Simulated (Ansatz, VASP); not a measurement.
SiGe in VASP and in Ansatz

File INCAR:

```
SYSTEM = SiGe
PREC = Accurate ; ENCUT = 520
EDIFF = 1E-6 ; ISMEAR = 0
SIGMA = 0.03 ; LREAL = .FALSE.
LASPH = .TRUE. ; NELM = 80
ALGO = Normal ; ISIF = 2
LWAVE = .FALSE. ; LCHARG = .FALSE.
GGA = PS ; NBANDS = 26
```

File KPOINTS:

```
Automatic mesh
0
G
  12 12 6
  0 0 0
```

POSCAR

```
SiGe
1.0
    3.8376730367      0.0000000000      0.0000000000
   -1.9188365184      3.3235223412      0.0000000000
    0.0000000000      0.0000000000      6.6564213511
Si Ge
2 2
Direct
    0.6666666667      0.3333333333      0.8745463420
    0.3333333333      0.6666666667      0.3745463420
    0.6666666667      0.3333333333      0.5004526580
    0.3333333333      0.6666666667      0.0004526580
```

Input for Ansatz:

```yaml
crystal:
  lattice:
    - [3.8376730367, 0.0, 0.0]
    - [-1.9188365184, 3.3235223412, 0.0]
    - [0.0, 0.0, 6.6564213511]
  atoms:
    - { symbol: Si, position: [0.6666666667, 0.3333333333, 0.874546342] }
    - { symbol: Si, position: [0.3333333333, 0.6666666667, 0.374546342] }
    - { symbol: Ge, position: [0.6666666667, 0.3333333333, 0.500452658] }
    - { symbol: Ge, position: [0.3333333333, 0.6666666667, 0.000452658] }
basis:
  ecutwfc: 420
kpoints:
  mp_grid: { grid: [12, 12, 6] }
hamiltonian:
  xc: pbesol
scf:
  occupations: { method: gaussian, width: 0.03 }
output:
  forces: true
  stress: true
  eigenvalues: true
  write_density: true
  write_potential: true
  elf: true
  volumetric_format: npy
```

Alike in both runs: task single point; functional PBEsol; k mesh 12 × 12 × 6; occupations gaussian, width 0.03 eV; no spin polarisation.

|  | VASP | Ansatz |
| --- | --- | --- |
| version | VASP 6.6.1 | Ansatz 0.2.0 |
| potentials or method | VASP PAW PBE potentials, release 64 (Si, Ge_d), cutoff 520 eV | scalar-relativistic, plane waves, PAW |
| valence electrons in the cell | 36 | 36 |

VASP gave:

* gap on the k mesh at the Fermi level (eV): 0.29
* least direct gap on the mesh (eV): 0.88
* pressure (GPa): 0.3
* traceless stress, the component that is largest in VASP (GPa): -6.25
* rms of the force components (eV/Å): 0.237

Question: What did Ansatz give for the same quantities?

Answer: gap on the k mesh at the Fermi level (eV): 0.29; least direct gap on the mesh (eV): 0.88; pressure (GPa): 0.3; traceless stress, the component that is largest in VASP (GPa): -6.23; rms of the force components (eV/Å): 0.239.

VASP's potentials were made for PBE, not for PBEsol. Atom by atom the forces differ by 0.001 eV/Å (rms over components). The functional is the same, so the differences come from potentials, cutoffs and numerics.
